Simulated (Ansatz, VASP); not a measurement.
**TaN in VASP and in Ansatz**

The input INCAR:

```
SYSTEM = TaN
PREC     = Accurate       ! precision mode
ENCUT    = 520            ! plane-wave cutoff, eV
EDIFF    = 1E-6           ! SCF threshold, eV
ISMEAR   = -1             ! smearing method
SIGMA    = 0.01           ! smearing width, eV
LREAL    = .False.        ! projectors in reciprocal space
LASPH    = .True.         ! aspherical terms in the spheres
NELM     = 100            ! most SCF steps
ALGO     = Normal         ! electronic algorithm
ISIF     = 2              ! what is computed and relaxed
LWAVE    = .False.        ! write WAVECAR
LCHARG   = .False.        ! write CHGCAR
GGA      = PS             ! functional
NBANDS   = 33             ! bands
```

File KPOINTS:

```
regular mesh
0
Gamma
  6 6 9
  0 0 0
```

POSCAR

```
TaN
1.0
    5.0401208409      0.0000000000      0.0000000000
   -2.5200604204      4.3648726863      0.0000000000
    0.0000000000      0.0000000000      2.9110000000
Ta N
3 3
Direct
    0.3333333333      0.6666666667      0.5000000000
    0.6666666667      0.3333333333      0.5000000000
    0.0000000000      0.0000000000      0.0000000000
    0.3928500000      0.0000000000      0.0000000000
    0.6071500000      0.6071500000      0.0000000000
    0.0000000000      0.3928500000      0.0000000000
```

Input for Ansatz:

```yaml
crystal:
  lattice:
    - [5.0401208409, 0.0, 0.0]
    - [-2.5200604204, 4.3648726863, 0.0]
    - [0.0, 0.0, 2.911]
  atoms:
    - { symbol: Ta, position: [0.3333333333, 0.6666666667, 0.5] }
    - { symbol: Ta, position: [0.6666666667, 0.3333333333, 0.5] }
    - { symbol: Ta, position: [0.0, 0.0, 0.0] }
    - { symbol: "N", position: [0.39285, 0.0, 0.0] }
    - { symbol: "N", position: [0.60715, 0.60715, 0.0] }
    - { symbol: "N", position: [0.0, 0.39285, 0.0] }
kpoints:
  mp_grid: { grid: [6, 6, 9] }
  band_path:
    path:
      - [0.0, 0.0, 0.0]
      - [0.5, 0.0, 0.0]
      - [0.3333333333, 0.3333333333, 0.0]
      - [0.0, 0.0, 0.0]
      - [0.0, 0.0, 0.5]
      - [0.5, 0.0, 0.5]
      - [0.3333333333, 0.3333333333, 0.5]
      - [0.0, 0.0, 0.5]
      - [0.5, 0.0, 0.5]
    npoints: 5
scf:
  occupations: { method: fermi_dirac, width: 0.01 }
hamiltonian:
  xc: pbesol
  pseudopotentials: { kind: all_electron, lapw: { basis_error: 0.001 } }
output:
  forces: true
  stress: true
  eigenvalues: true
```

Change from the starting cell: equal xx and yy strain of -3 %.

Alike in both runs: task single point; functional PBEsol; k mesh 6 × 6 × 9; occupations fermi-dirac, width 0.01 eV; no spin polarisation.

```csv
,VASP,Ansatz
version,VASP 6.6.1,Ansatz 0.2.0
potentials or method,"VASP PAW PBE potentials, release 64 (Ta_pv, N), cutoff 520 eV","all-electron LAPW, scalar-relativistic"
```

Ansatz gave:

```
pressure (GPa)                                                : 17.9
traceless stress, the component that is largest in VASP (GPa) : -10.91
rms of the force components (eV/Å)                            : 0.214
```

Question: Which values does VASP return?

Answer: Pressure (GPa): 19.4; traceless stress, the component that is largest in VASP (GPa): -11.13; rms of the force components (eV/Å): 0.235.

VASP's potentials were made for PBE, not for PBEsol. Atom by atom the forces differ by 0.022 eV/Å (rms over components). Ansatz ran all-electron here, and VASP with PAW potentials.

Spin-orbit coupling is off throughout.
